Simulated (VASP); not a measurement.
# Pt (Fmmm) in VASP: further runs, part 2 of 2

VASP 6.6.1.

## 4. Single point, LDA (normal strain along x -0.0275, normal strain along z +0.0525)

File INCAR:

```
PREC = Accurate
ENCUT = 520
EDIFF = 1E-6
ISMEAR = 0
SIGMA = 0.15
LREAL = F
LASPH = T
NELM = 100
ALGO = Fast
ISIF = 2
LWAVE = F
LCHARG = F
NBANDS = 11
```

File KPOINTS:

```
regular mesh
0
Gamma
  20 20 20
```

File POSCAR:

```
Pt
1.0
    0.0000000000      1.9468328700      2.0490415957
    1.8932949661      0.0000000000      2.0490415957
    1.8932949661      1.9468328700      0.0000000000
Pt
1
Direct
    0.0000000000      0.0000000000      0.0000000000
```

Potentials or basis: VASP PAW LDA potentials, release 64 (Pt).

Launch:

```sh
$ cat potpaw_LDA.64/Pt/POTCAR > POTCAR
$ mpirun -np 1 vasp_std > vasp.out
```

OUTCAR:

```text
PREC = Accurate
   ENCUT = 520
   EDIFF = 1E-6
   ISMEAR = 0
   LREAL = F
   LASPH = T
   NELM = 100
   ISIF = 2

 ion  position               nearest neighbor table
   1  0.000  0.000  0.000-

  LATTYP: Found a face centered orthorhombic cell.
 ALAT       =     3.7865899322
 B/A-ratio  =     1.0282776349
 C/A-ratio  =     1.0822622108

  Lattice vectors:

 A1 = (   0.0000000000,   1.9468328700,   2.0490415957)
 A2 = (   1.8932949661,   0.0000000000,   2.0490415957)
 A3 = (   1.8932949661,   1.9468328700,   0.0000000000)

Analysis of symmetry for initial positions (statically):
=====================================================================
 Subroutine PRICEL returns:
 Original cell was already a primitive cell.

 Routine SETGRP: Setting up the symmetry group for a
 face centered orthorhombic supercell.

 Subroutine GETGRP returns: Found  8 space group operations
 (whereof  8 operations were pure point group operations)
 out of a pool of  8 trial point group operations.

The static configuration has the point symmetry D_2h.

Analysis of symmetry for dynamics (positions and initial velocities):
[... 160 lines left out ...]

 val. band max:       11.0917807924   @ k =  -0.2500   0.4000   0.2000
 cond. band min:      11.0973415875   @ k =  -0.3500   0.0500   0.0000
 fundamental gap:      0.0055607951
 Fermi energy:        11.0923395353

 k-point     1 :       0.0000    0.0000    0.0000
  band No.  band energies     occupation
      1       0.8812      2.00000
      2       6.7934      2.00000
      3       7.4438      2.00000
      4       7.7466      2.00000
      5       8.9664      2.00000
      6       9.9519      2.00000
      7      25.8152      0.00000
      8      29.5896      0.00000
      9      30.8182      0.00000
     10      31.5997      0.00000
     11      36.2059      0.00000
[... 309 lines left out ...]
 k-point    24 :      -0.3500    0.0500    0.0000
  band No.  band energies     occupation
      1       3.8044      2.00000
      2       7.0032      2.00000
      3       7.8691      2.00000
      4       8.2742      2.00000
      5      10.2891      2.00000
      6      11.0973      0.96239
      7      20.1302      0.00000
      8      26.0274      0.00000
      9      30.2910      0.00000
     10      32.7097      0.00000
     11      35.8114      0.00000

 [... further k-points ...]
[... 5 lines left out ...]
  --------------------------------------------------------------------------------------
  -------------------------------------------------------------------------------------
  Total       -0.2037100     -0.3207190     -0.9770958      0.0000000      0.0000000      0.0000000
  in kB      -21.6070345    -34.0179048   -103.6382373      0.0000000      0.0000000      0.0000000
  external PRESSURE =     -53.0877255 kB  Pullay stress =       0.0000000 kB

 VOLUME and BASIS-vectors are now :
 -----------------------------------------------------------------------------
  energy-cutoff  :      520.00
  volume of cell :       15.11
      direct lattice vectors                 reciprocal lattice vectors
     0.000000000  1.946832870  2.049041596    -0.264089859  0.256827388  0.244016520
     1.893294966  0.000000000  2.049041596     0.264089859 -0.256827388  0.244016520
     1.893294966  1.946832870  0.000000000     0.264089859  0.256827388 -0.244016520

 POSITION                                       TOTAL-FORCE (eV/Angst)
 -----------------------------------------------------------------------------------
      0.00000      0.00000      0.00000         0.000000      0.000000      0.000000
 -----------------------------------------------------------------------------------
    total drift:                               -0.000000     -0.000000      0.000000

  FREE ENERGIE OF THE ION-ELECTRON SYSTEM (eV)
  ---------------------------------------------------
  free  energy   TOTEN  =        -7.4945235827 eV

  energy  without entropy=       -7.4745857758  energy(sigma->0) =       -7.48455468
```

stdout:

```text
POSCAR found type information on POSCAR Pt
 POSCAR found :  1 types and       1 ions
 scaLAPACK will be used
 LDA part: xc-table for (Slater(with rela. corr.)+CA(PZ))
 , standard interpolation
 POSCAR, INCAR and KPOINTS ok, starting setup
 FFT: planning ... GRIDC
 FFT: planning ... GRID_SOFT
 FFT: planning ... GRID
 WAVECAR not read
 entering main loop
```

Run time: 5.7 min. Hardware: 1 thread of Intel Xeon 8259CL, shared host; peak memory 0.27 GiB.

What came out:

```yaml
Free_energy: -7.4945 eV
Pressure: -5.3 GPa
Band_gap_on_the_k_mesh: zero (bands 5 and 6 overlap by 2.57 eV)
```

Stress tensor (GPa, compression positive):
```
 -2.16   0.00   0.00
  0.00  -3.40   0.00
  0.00   0.00 -10.36
```

Caveat: the cell differs from its parent crystal (normal strain along x -0.0275, normal strain along z +0.0525); the stress differs along the axes, from -10 to -2 GPa; spin-orbit coupling is left out, which moves the levels of the heavy elements.

## 5. Single point, LDA (normal strain along x +0.1100, normal strain along z -0.0700)

File INCAR:

```
SYSTEM = Pt
ALGO     = Fast           ! electronic algorithm
EDIFF    = 1E-6           ! SCF threshold, eV
ENCUT    = 520            ! plane-wave cutoff, eV
GGA      = CA             ! functional
ISIF     = 2              ! what is computed and relaxed
ISMEAR   = 0              ! smearing method
LASPH    = .True.         ! aspherical terms in the spheres
LCHARG   = .True.         ! write CHGCAR
LELF     = .True.         ! ELF
LREAL    = .False.        ! projectors in reciprocal space
LVHAR    = .True.       
LWAVE    = .False.        ! write WAVECAR
NBANDS   = 11             ! bands
NELM     = 80             ! most SCF steps
PREC     = Accurate       ! precision mode
SIGMA    = 0.15           ! smearing width, eV
```

File KPOINTS:

```
k-points
0
Gamma
  20 20 20
  0 0 0
```

File POSCAR:

```
Pt
1.0
    0.0000000000      1.9468328700      1.8105545691
    2.1609844857      0.0000000000      1.8105545691
    2.1609844857      1.9468328700      0.0000000000
Pt
1
Direct
    0.0000000000      0.0000000000      0.0000000000
```

Launch:

```sh
$ cat potpaw_LDA.64/Pt/POTCAR > POTCAR
$ mpirun -np 1 vasp_std > vasp.out
```

It took 6 min on 1 thread of Intel Xeon 8259CL, shared host; peak memory 0.27 GiB.

Results (log left out):

| Quantity | Value |
| --- | --- |
| Free energy | -7.4289 eV |
| Pressure | -5.4 GPa |
| Band gap on the k mesh | zero (bands 5 and 6 overlap by 2.94 eV) |

Stress tensor (GPa, compression positive):
```
-17.16   0.00   0.00
  0.00   0.10   0.00
  0.00   0.00   0.85
```

Levels at points of the mesh, in eV from the Fermi level:
| k point | band 2 | band 3 | band 4 | band 5 | band 6 | band 7 | band 8 | band 9 |
| --- | --- | --- | --- | --- | --- | --- | --- | --- |
| (0.00, 0.00, 0.00) | -4.70 | -3.29 | -2.70 | -2.62 | -0.59 | 15.13 | 17.46 | 19.72 |
| (0.50, 0.00, 0.00) | -4.55 | -2.80 | -0.28 | -0.26 | 0.48 | 6.04 | 13.67 | 18.11 |
| (0.50, 0.50, 0.00) | -6.40 | -0.08 | -0.01 | 1.24 | 3.64 | 9.80 | 10.29 | 11.10 |
| (0.50, 0.00, 0.50) | -6.19 | -0.38 | -0.31 | 1.40 | 2.11 | 9.33 | 10.94 | 12.02 |
| (0.00, 0.50, 0.50) | -6.49 | 0.22 | 0.26 | 0.28 | 0.66 | 6.58 | 12.89 | 13.51 |

Caveat: the cell differs from its parent crystal (normal strain along x +0.1100, normal strain along z -0.0700); the stress differs along the axes, from -17 to 1 GPa; spin-orbit coupling is left out, which moves the levels of the heavy elements.

## 6. Single point, LDA (normal strain along x +0.0825, normal strain along z -0.0350)

File INCAR:

```
PREC = Accurate
ENCUT = 520
EDIFF = 1E-7
ISMEAR = 0
SIGMA = 0.15
LREAL = F
LASPH = T
NELM = 100
ALGO = Fast
ISIF = 2
LWAVE = F
LCHARG = F
NBANDS = 11
```

File KPOINTS:

```
Automatic mesh
0
Gamma
  20 20 20
```

File POSCAR:

```
Pt
1.0
    0.0000000000      1.9468328700      1.8786937196
    2.1074465818      0.0000000000      1.8786937196
    2.1074465818      1.9468328700      0.0000000000
Pt
1
Direct
    0.0000000000      0.0000000000      0.0000000000
```

Potentials or basis: VASP PAW LDA potentials, release 64 (Pt).

Launch:

```sh
$ cat potpaw_LDA.64/Pt/POTCAR > POTCAR
$ mpirun -np 1 vasp_std > vasp.out
```

OUTCAR:

```text
PREC = Accurate
   ENCUT = 520
   EDIFF = 1E-7
   ISMEAR = 0
   LREAL = F
   LASPH = T
   NELM = 100
   ISIF = 2

 ion  position               nearest neighbor table
   1  0.000  0.000  0.000-

  LATTYP: Found a face centered orthorhombic cell.
 ALAT       =     3.7573874392
 B/A-ratio  =     1.0362694300
 C/A-ratio  =     1.1217616580

  Lattice vectors:

 A1 = (   2.1074465818,  -1.9468328700,   0.0000000000)
 A2 = (   2.1074465818,   0.0000000000,   1.8786937196)
 A3 = (   0.0000000000,  -1.9468328700,   1.8786937196)

Analysis of symmetry for initial positions (statically):
=====================================================================
 Subroutine PRICEL returns:
 Original cell was already a primitive cell.

 Routine SETGRP: Setting up the symmetry group for a
 face centered orthorhombic supercell.

 Subroutine GETGRP returns: Found  8 space group operations
 (whereof  8 operations were pure point group operations)
 out of a pool of  8 trial point group operations.

The static configuration has the point symmetry D_2h.

Analysis of symmetry for dynamics (positions and initial velocities):
=====================================================================
 Subroutine PRICEL returns:
 Original cell was already a primitive cell.

 Routine SETGRP: Setting up the symmetry group for a
 face centered orthorhombic supercell.

 Subroutine GETGRP returns: Found  8 space group operations
 (whereof  8 operations were pure point group operations)
 out of a pool of  8 trial point group operations.

The dynamic configuration has the point symmetry D_2h.

 Subroutine INISYM returns: Found  8 space group operations
 (whereof  8 operations are pure point group operations),
 and found     1 'primitive' translations

----------------------------------------------------------------------------------------

                                     Primitive cell

  volume of cell :      15.4160

  direct lattice vectors                    reciprocal lattice vectors
     0.000000000  1.946832870  1.878693720    -0.237253938  0.256827388  0.266142371
     2.107446582  0.000000000  1.878693720     0.237253938 -0.256827388  0.266142371
     2.107446582  1.946832870  0.000000000     0.237253938  0.256827388 -0.266142371

  length of vectors
     2.705484858  2.823264279  2.869057218     0.439410400  0.439410400  0.439410400

  position of ions in fractional coordinates (direct lattice)
     0.000000000  0.000000000  0.000000000

  ion indices of the primitive-cell ions
   primitive index   ion index
                 1           1

----------------------------------------------------------------------------------------

 KPOINTS: Automatic mesh

Automatic generation of k-mesh.
 Grid dimensions read from file:
 generate k-points for:   20   20   20

 Generating k-lattice:

  Cartesian coordinates                     Fractional coordinates (reciprocal lattice)
    -0.011862697  0.012841369  0.013307119     0.050000000 -0.000000000  0.000000000
     0.011862697 -0.012841369  0.013307119    -0.000000000  0.050000000  0.000000000
     0.011862697  0.012841369 -0.013307119     0.000000000  0.000000000  0.050000000

  Length of vectors
     0.021970520  0.021970520  0.021970520

  Shift w.r.t. Gamma in fractional coordinates (k-lattice)
     0.000000000  0.000000000  0.000000000

 Subroutine IBZKPT returns following result:
 ===========================================

 Found   1166 irreducible k-points:

 Following reciprocal coordinates:
            Coordinates               Weight
  0.000000  0.000000  0.000000      1.000000
  0.050000  0.000000 -0.000000      8.000000
  0.100000  0.000000 -0.000000      8.000000
  0.150000  0.000000 -0.000000      8.000000
  0.200000  0.000000 -0.000000      8.000000
  0.250000  0.000000 -0.000000      8.000000
[... 16 lines left out ...]
 -0.400000  0.050000  0.000000      8.000000
 -0.350000  0.050000  0.000000      8.000000
 [... further k-points ...]
   k-points           NKPTS =   1166   k-points in BZ     NKDIM =   1166   number of bands    NBANDS=     11
   number of dos      NEDOS =    301   number of ions     NIONS =      1
   total plane-waves  NPLWV =  11520
   dimension x,y,z NGX =    20 NGY =   24 NGZ =   24
   dimension x,y,z NGXF=    40 NGYF=   48 NGZF=   48
   ions per type =               1
   NGX,Y,Z   is equivalent  to a cutoff of  12.29, 14.13, 13.91 a.u.
   NGXF,Y,Z  is equivalent  to a cutoff of  24.58, 28.26, 27.81 a.u.
 SYSTEM =  unknown system
   PREC   = accura    normal or accurate (medium, high low for compatibility)
   ISTART =      0    job   : 0-new  1-cont  2-samecut
   ICHARG =      2    charge: 1-file 2-atom 10-const
   ISPIN  =      1    spin polarized calculation?
   LNONCOLLINEAR =      F non collinear calculations
   LSORBIT =      F    spin-orbit coupling
   LASPH  =      T    aspherical Exc in radial PAW
   ENCUT  =  520.0 eV  38.22 Ry    6.18 a.u.   5.03  5.25  5.33*2*pi/ulx,y,z
   NELM   =    100;   NELMIN=  2; NELMDL= -5     # of ELM steps
   EDIFF  = 0.1E-06   stopping-criterion for ELM
   LREAL  =      F    real-space projection
   EDIFFG = 0.1E-05   stopping-criterion for IOM
   NSW    =      0    number of steps for IOM
   IBRION =     -1    ionic relax: 0-MD 1-quasi-New 2-CG
   NFREE  =      0    steps in history (QN), initial steepest desc. (CG)
   ISIF   =      2    stress and relaxation
   ISYM   =      2    0-nonsym 1-usesym 2-fastsym
   POTIM  = 0.5000    time-step for ionic-motion
   TEBEG  =    0.0;   TEEND  =   0.0 temperature during run
   PSTRESS=    0.0 pullay stress
   NELECT =      10.0000    total number of electrons
   NUPDOWN=      -1.0000    fix difference up-down
   EMIN   =  10.00;   EMAX   =-10.00  energy-range for DOS
   EFERMI =   0.00;   METHOD = LEGACY
   ISMEAR =     0;   SIGMA  =   0.15  broadening in eV -4-tet -1-fermi 0-gaus
   EFERMI_NEDOS =   21; number of points for ismear=-14 and -15
   IALGO  =     68    algorithm
   IMIX   =      4    mixing-type and parameters
     AMIX     =   0.40;   BMIX     =  1.00
     AMIX_MAG =   1.60;   BMIX_MAG =  1.00
  volume/ion in A,a.u.               =      15.42       104.03
  Fermi-wavevector in a.u.,A,eV,Ry     =   1.417156  2.678037 27.325016  2.008332
  Thomas-Fermi vector in A             =   2.538416
   LORBIT       =      0    0 simple, 1 ext, 2 COOP (PROOUT), +10 PAW based schemes
   GGA     = CA    functional components
   LHFCALC =     F    Hartree Fock is set to
   AEXX    =    0.0000 exact exchange contribution
   IVDW    =     0    specifies the selected vdW correction
   LEPSILON=     F    determine dielectric tensor
   LRPA    =     F    only Hartree local field effects (RPA)
 non-spin polarized calculation
 RMM-DIIS sequential band-by-band and
 Gauss-broadening in eV      SIGMA  =   0.15
  energy-cutoff  :      520.00
  volume of cell :       15.42
 maximum number of plane-waves:       426
   NGX =  9   NGY = 11   NGZ = 11

 number of electron      10.0000001 magnetization

 Free energy of the ion-electron system (eV)
  ---------------------------------------------------
  ext. energy  EPLUGINS =         0.00000000
  ---------------------------------------------------
  free energy    TOTEN  =        -7.46074496 eV

  energy without entropy =       -7.44056753  energy(sigma->0) =       -7.45065625

 E-fermi :  10.6752     XC(G=0): -13.5572

 val. band max:       10.6748718515   @ k =   0.5000   0.4000   0.0500
 cond. band min:      10.6781514959   @ k =  -0.4500   0.0500   0.4000
 fundamental gap:      0.0032796444
 Fermi energy:        10.6752229917

 k-point     1 :       0.0000    0.0000    0.0000
  band No.  band energies     occupation
      1       0.7172      2.00000
      2       6.2976      2.00000
      3       7.3042      2.00000
      4       7.6608      2.00000
      5       8.3846      2.00000
      6       9.7962      2.00000
      7      25.5680      0.00000
      8      28.7122      0.00000
      9      30.4969      0.00000
     10      31.4948      0.00000
     11      35.7908      0.00000
[... 309 lines left out ...]
 k-point    24 :      -0.3500    0.0500    0.0000
  band No.  band energies     occupation
      1       3.6060      2.00000
      2       6.6407      2.00000
      3       7.6666      2.00000
      4       7.9914      2.00000
      5      10.0131      2.00000
      6      10.4527      1.96413
      7      19.8475      0.00000
      8      25.6457      0.00000
      9      30.4839      0.00000
     10      31.4058      0.00000
     11      35.6203      0.00000

 [... further k-points ...]

------------------------ aborting loop because EDIFF is reached ----------------------------------------

  FORCE on cell =-STRESS in cart. coord.  units (eV):
  Direction    XX          YY          ZZ          XY          YZ          ZX
  --------------------------------------------------------------------------------------
  -------------------------------------------------------------------------------------
  Total       -1.6441237     -0.6525810     -0.5653521      0.0000000      0.0000000      0.0000000
  in kB     -170.8731569    -67.8225011    -58.7568364      0.0000000      0.0000000      0.0000000
  external PRESSURE =     -99.1508315 kB  Pullay stress =       0.0000000 kB

 VOLUME and BASIS-vectors are now :
 -----------------------------------------------------------------------------
  energy-cutoff  :      520.00
  volume of cell :       15.42
      direct lattice vectors                 reciprocal lattice vectors
     0.000000000  1.946832870  1.878693720    -0.237253938  0.256827388  0.266142371
     2.107446582  0.000000000  1.878693720     0.237253938 -0.256827388  0.266142371
     2.107446582  1.946832870  0.000000000     0.237253938  0.256827388 -0.266142371

 POSITION                                       TOTAL-FORCE (eV/Angst)
 -----------------------------------------------------------------------------------
      0.00000      0.00000      0.00000         0.000000      0.000000      0.000000
 -----------------------------------------------------------------------------------
    total drift:                                0.000000     -0.000000     -0.000000

  FREE ENERGIE OF THE ION-ELECTRON SYSTEM (eV)
  ---------------------------------------------------
  free  energy   TOTEN  =        -7.4607449630 eV

  energy  without entropy=       -7.4405675279  energy(sigma->0) =       -7.45065625
```

Wall time 6.4 min (1 thread of Intel Xeon 8259CL, shared host); peak memory 0.27 GiB.

Results:

```
Free energy            : -7.4607 eV
Pressure               : -9.9 GPa
Band gap on the k mesh : zero (bands 5 and 6 overlap by 2.57 eV)
```

Stress tensor (GPa, compression positive):
```
-17.09   0.00   0.00
  0.00  -6.78   0.00
  0.00   0.00  -5.88
```

Caveat: the cell differs from its parent crystal (normal strain along x +0.0825, normal strain along z -0.0350); the stress differs along the axes, from -17 to -6 GPa; spin-orbit coupling is left out, which moves the levels of the heavy elements.

## 7. Summary

| cell | further INCAR settings | gap on the mesh (eV) | pressure (GPa) |
| --- | --- | --- | --- |
| a = 2.705, b = 2.784, c = 2.830 Å, angles 57.6, 60.3, 62.1°, 1 atom | ALGO = Fast; EDIFF = 1e-07; NBANDS = 11 | none | -3.7 |
| a = 2.682, b = 2.801, c = 2.869 Å, angles 56.4, 60.5, 63.1°, 1 atom | ALGO = Fast; EDIFF = 1e-06; NBANDS = 11 | none | -4.9 |
| a = 2.826, b = 2.790, c = 2.716 Å, angles 61.8, 60.4, 57.8°, 1 atom | ALGO = Fast; EDIFF = 1e-06; NBANDS = 11 | none | -5.3 |
| a = 2.659, b = 2.819, c = 2.909 Å, angles 55.3, 60.7, 64.1°, 1 atom | ALGO = Fast; EDIFF = 1e-06; NBANDS = 11 | none | -5.4 |
| a = 2.705, b = 2.823, c = 2.869 Å, angles 56.7, 60.8, 62.5°, 1 atom | ALGO = Fast; EDIFF = 1e-07; NBANDS = 11 | none | -9.9 |

Alike in all rows: task single point; level LDA; potentials or basis VASP PAW LDA potentials, release 64 (Pt); no spin polarisation; k mesh 20 × 20 × 20; cutoff (eV) 520; smearing gaussian 0.15 eV.

Caveats: spin-orbit coupling is left out, which moves the levels of the heavy elements; the stress differs along the axes, from -9 to -0 GPa (at least some runs); the stress differs along the axes, from -13 to 0 GPa (at least some runs); the stress differs along the axes, from -10 to -2 GPa (at least some runs); the stress differs along the axes, from -17 to 1 GPa (at least some runs); the stress differs along the axes, from -17 to -6 GPa (at least some runs).

Total energies depend on the potentials used, so only differences within one code and one set of settings carry meaning.
